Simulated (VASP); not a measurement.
# SnO (P4/nmm) in VASP: notebook, part 2 of 2

VASP 6.6.1.

## Step 5: Relaxation of cell and atoms, PBEsol

This run uses another cell than the first one, of 17.46 Å³/atom.

The input, INCAR:

```
SYSTEM = SnO
  PREC = Accurate
  ENCUT = 600
  EDIFF = 1E-6
  ISMEAR = -1
  SIGMA = 0.1
  LREAL = .FALSE.
  LASPH = .TRUE.
  NELM = 100
  ALGO = Normal
  ISIF = 3
  LWAVE = .FALSE.
  LCHARG = .FALSE.
  GGA = PS
  IBRION = 2
  NSW = 80
  EDIFFG = -0.01
```

The input, KPOINTS:

```
Automatic mesh
0
G
  8 8 7
  0 0 0
```

The input, POSCAR:

```
SnO
1.0
    3.7986000000      0.0000000000      0.0000000000
    0.0000000000      3.7986000000      0.0000000000
    0.0000000000      0.0000000000      4.8408000000
Sn O
2 2
Direct
    0.5000000000      0.0000000000      0.2369000000
    0.0000000000      0.5000000000      0.7631000000
    0.0000000000      0.0000000000      0.0000000000
    0.5000000000      0.5000000000      0.0000000000
```

Potentials or basis: VASP PAW PBE potentials, release 64 (Sn_d, O).

Run with:

```sh
cat potpaw_PBE.64/Sn_d/POTCAR potpaw_PBE.64/O/POTCAR > POTCAR
mpirun -np 1 vasp_std > vasp.out
```

OUTCAR:

```text
SYSTEM = SnO
   PREC = Accurate
   ENCUT = 600
   EDIFF = 1E-6
   ISMEAR = -1
   LREAL = .FALSE.
   LASPH = .TRUE.
   NELM = 100
   ISIF = 3
   GGA = PS
   IBRION = 2
   NSW = 80
   EDIFFG = -0.01

 ion  position               nearest neighbor table
   1  0.500  0.000  0.237-   3 2.22   4 2.22   4 2.22   3 2.22   2 3.53   2 3.53   2 3.53   2 3.53
                             2 3.70   2 3.70   2 3.70   2 3.70
   2  0.000  0.500  0.763-   3 2.22   4 2.22   3 2.22   4 2.22   1 3.53   1 3.53   1 3.53   1 3.53
                             1 3.70   1 3.70   1 3.70   1 3.70
   3  0.000  0.000  0.000-   1 2.22   2 2.22   2 2.22   1 2.22
   4  0.500  0.500  0.000-   1 2.22   2 2.22   1 2.22   2 2.22

  LATTYP: Found a simple tetragonal cell.
 ALAT       =     3.7986000000
 C/A-ratio  =     1.2743642395

  Lattice vectors:

 A1 = (   3.7986000000,   0.0000000000,   0.0000000000)
 A2 = (   0.0000000000,   3.7986000000,   0.0000000000)
 A3 = (   0.0000000000,   0.0000000000,   4.8408000000)

Analysis of symmetry for initial positions (statically):
=====================================================================
 Subroutine PRICEL returns:
 Original cell was already a primitive cell.

 Routine SETGRP: Setting up the symmetry group for a
 simple tetragonal supercell.

 Subroutine GETGRP returns: Found 16 space group operations
 (whereof  8 operations were pure point group operations)
 out of a pool of 16 trial point group operations.

The static configuration has the point symmetry D_2d.
 The point group associated with its full space group is D_4h.

Analysis of symmetry for dynamics (positions and initial velocities):
=====================================================================
 Subroutine PRICEL returns:
 Original cell was already a primitive cell.

 Routine SETGRP: Setting up the symmetry group for a
 simple tetragonal supercell.

 Subroutine GETGRP returns: Found 16 space group operations
 (whereof  8 operations were pure point group operations)
[... 149 lines left out ...]
 Free energy of the ion-electron system (eV)
  ---------------------------------------------------
  ext. energy  EPLUGINS =         0.00000000
  ---------------------------------------------------
  free energy    TOTEN  =       -24.21470714 eV

  energy without entropy =      -24.21019096  energy(sigma->0) =      -24.21244905

------------------------ aborting loop because EDIFF is reached ----------------------------------------

  FORCE on cell =-STRESS in cart. coord.  units (eV):
  Direction    XX          YY          ZZ          XY          YZ          ZX
  --------------------------------------------------------------------------------------
  -------------------------------------------------------------------------------------
  Total        0.3500308      0.3500308      0.2147369      0.0000000      0.0000000      0.0000000
  in kB        8.0288347      8.0288347      4.9255312      0.0000000      0.0000000      0.0000000
  external PRESSURE =       6.9944002 kB  Pullay stress =       0.0000000 kB
[... 95 lines left out ...]
  FREE ENERGIE OF THE ION-ELECTRON SYSTEM (eV)
  ---------------------------------------------------
  free  energy   TOTEN  =       -24.2182860318 eV

  energy  without entropy=      -24.2136003133  energy(sigma->0) =      -24.21594317

[... ionic steps 4 to 8 ...]

--------------------------------------- Ionic step        9  -------------------------------------------

 number of electron      40.0000024 magnetization

------------------------ aborting loop because EDIFF is reached ----------------------------------------
[... 71 lines left out ...]
--------------------------------------- Ionic step       11  -------------------------------------------

 number of electron      40.0000024 magnetization

 Free energy of the ion-electron system (eV)
  ---------------------------------------------------
  ext. energy  EPLUGINS =         0.00000000
  ---------------------------------------------------
  free energy    TOTEN  =       -24.22472031 eV

  energy without entropy =      -24.21842114  energy(sigma->0) =      -24.22157073

 E-fermi :   7.3893     XC(G=0): -10.6360

 val. band max:        7.2853947062   @ k =   0.0000   0.0000   0.0000
 cond. band min:       7.4641113355   @ k =   0.5000   0.5000   0.1429
 fundamental gap:      0.1787166293
 Fermi energy:         7.3892844203

 k-point     1 :       0.0000    0.0000    0.0000
  band No.  band energies     occupation
      1     -14.6427      2.00000
      2     -14.2076      2.00000
      3     -14.2076      2.00000
      4     -14.1953      2.00000
      5     -14.1554      2.00000
      6     -14.1536      2.00000
[... 637 lines left out ...]
     23      12.3065      0.00000
     24      12.3065      0.00000

 [... further k-points ...]

------------------------ aborting loop because EDIFF is reached ----------------------------------------

  FORCE on cell =-STRESS in cart. coord.  units (eV):
  Direction    XX          YY          ZZ          XY          YZ          ZX
  --------------------------------------------------------------------------------------
  -------------------------------------------------------------------------------------
  Total       -0.0115843     -0.0115843     -0.0140455      0.0000000      0.0000000      0.0000000
  in kB       -0.2715018     -0.2715018     -0.3291847      0.0000000      0.0000000      0.0000000
  external PRESSURE =      -0.2907294 kB  Pullay stress =       0.0000000 kB
[... 19 lines left out ...]
  FREE ENERGIE OF THE ION-ELECTRON SYSTEM (eV)
  ---------------------------------------------------
  free  energy   TOTEN  =       -24.2247203119 eV

  energy  without entropy=      -24.2184211418  energy(sigma->0) =      -24.22157073

 reached required accuracy - stopping structural energy minimisation
```

It took 4.5 min on 1 thread of Intel Xeon 6975P-C (Granite Rapids), shared host; peak memory 0.27 GiB.

What came out:

| Property | Result |
| --- | --- |
| Free energy | -24.2247 eV |
| Relaxed volume | 17.09 Å³/atom |
| Relaxed cell | a = 3.803 Å, b = 3.803 Å, c = 4.726 Å, α = 90.00°, β = 90.00°, γ = 90.00° |
| Space group after relaxing (to 0.1 Å) | P4/nmm (No. 129) |
| Energy gained by relaxing | 2.5 meV/atom |
| Ionic steps | 11 |
| Pressure after relaxing | 0.0 GPa |
| Band gap on the k mesh | zero (bands 20 and 21 overlap by 0.15 eV) |

The path:
| step | energy change (eV) | largest force (eV/Å) | pressure (GPa) | volume (Å³) |
| --- | --- | --- | --- | --- |
| 1 | 0.0000 | 0.3091 | 0.70 | 69.85 |
| 2 | -0.0015 | 0.1160 | -1.32 | 70.62 |
| 3 | -0.0036 | 0.0677 | -0.48 | 70.29 |
| 4 | -0.0053 | 0.0435 | -0.35 | 69.93 |
| 5 | -0.0080 | 0.0256 | 0.00 | 68.86 |
| 6 | -0.0094 | 0.0240 | 0.12 | 68.61 |
| 7 | -0.0097 | 0.0496 | 0.18 | 68.48 |
| 8 | -0.0098 | 0.0615 | 0.17 | 68.42 |
| 9 | -0.0094 | 0.0640 | -0.45 | 68.57 |
| 10 | -0.0099 | 0.0157 | -0.09 | 68.47 |
| 11 | -0.0100 | 0.0003 | -0.03 | 68.36 |

Final structure:
```xyz
4
Lattice="3.8032 0.0000 0.0000 0.0000 3.8032 0.0000 0.0000 0.0000 4.7262" Properties=species:S:1:pos:R:3 pbc="T T T"
Sn    1.9016    0.0000    1.1574
Sn    0.0000    1.9016    3.5688
O     0.0000    0.0000    0.0000
O     1.9016    1.9016    0.0000
```

Caveat: semilocal functionals underestimate gaps, so a narrow gap can read as zero; the PAW data sets were made with another functional, which shifts forces and pressure a little; spin-orbit coupling is left out, which moves the levels of the heavy elements.

## Step 6: Summary

```tsv
task	level	cell	k mesh	cutoff (eV)	gap on the mesh (eV)	pressure (GPa)	relaxed volume (Å³/atom)	largest force (eV/Å)
single point	r2SCAN	a = 3.808, b = 3.808, c = 4.926 Å, 4 atoms, atomic positions A	8 × 8 × 7	520	0.35	0.6	-	0.14
single point	r2SCAN	a = 3.808, b = 3.808, c = 4.926 Å, 4 atoms, atomic positions A	9 × 9 × 7	520	0.49	0.6	-	0.14
relaxation of cell and atoms	PBE	relaxed from a = 3.799, b = 3.799, c = 4.841 Å, 4 atoms, atomic positions B	8 × 8 × 7	600	0.43	0.0	18.80	-
relaxation of cell and atoms	PBEsol	relaxed from a = 3.799, b = 3.799, c = 4.841 Å, 4 atoms, atomic positions B	8 × 8 × 7	600	none	0.0	17.09	-
```

Alike in all rows: potentials or basis VASP PAW PBE potentials, release 64 (Sn_d, O); no spin polarisation; smearing fermi-dirac 0.1 eV.

Caveats: spin-orbit coupling is left out, which moves the levels of the heavy elements; the PAW data sets were made with another functional, which shifts forces and pressure a little (at least some runs); an odd mesh through Γ misses points on the zone boundary, where band edges can lie (at least some runs); semilocal functionals underestimate gaps, so a narrow gap can read as zero (at least some runs).

Total energies depend on the potentials used, so only differences within one code and one set of settings carry meaning.
